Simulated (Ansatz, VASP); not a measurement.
# One calculation of CsSnI3, two programs

```
CELL_PARAMETERS angstrom
5.70924 0.00000 0.00000
0.00000 5.70924 0.00000
0.00000 0.00000 6.20570
ATOMIC_POSITIONS crystal
Cs 0.00000 0.00000 0.00000
Sn 0.50000 0.50000 0.50000
I 0.00000 0.50000 0.50000
I 0.50000 0.00000 0.50000
I 0.50000 0.50000 0.00000
```

Change from the starting cell: strain -0.080 along x and y, +0.000 along z, atoms carried along.

Alike in both runs: task single point; functional PBEsol; k mesh 6 × 6 × 6; occupations gaussian, width 0.03 eV; no spin polarisation.

```csv
,VASP,Ansatz
version,VASP 6.6.1,Ansatz 0.2.0
potentials or method,"VASP PAW PBE potentials, release 64 (Cs_sv, Sn_d, I), cutoff 520 eV","scalar-relativistic, plane waves, PAW"
valence electrons in the cell,44,74
```

```tsv
	VASP	Ansatz	Ansatz less VASP
gap on the k mesh at the Fermi level (eV)	none	none	-
pressure (GPa)	3.6	3.6	-0.01
traceless stress, the component that is largest in VASP (GPa)	-3.18	-3.18	+0.004
```

VASP's potentials were made for PBE, not for PBEsol. A gap of «none» marks a metal or a gap that the smearing closes. VASP's potentials hold 44 valence electrons a cell and Ansatz's 74, so a difference there can come from the potentials and not from the codes.

Spin-orbit coupling is off throughout.
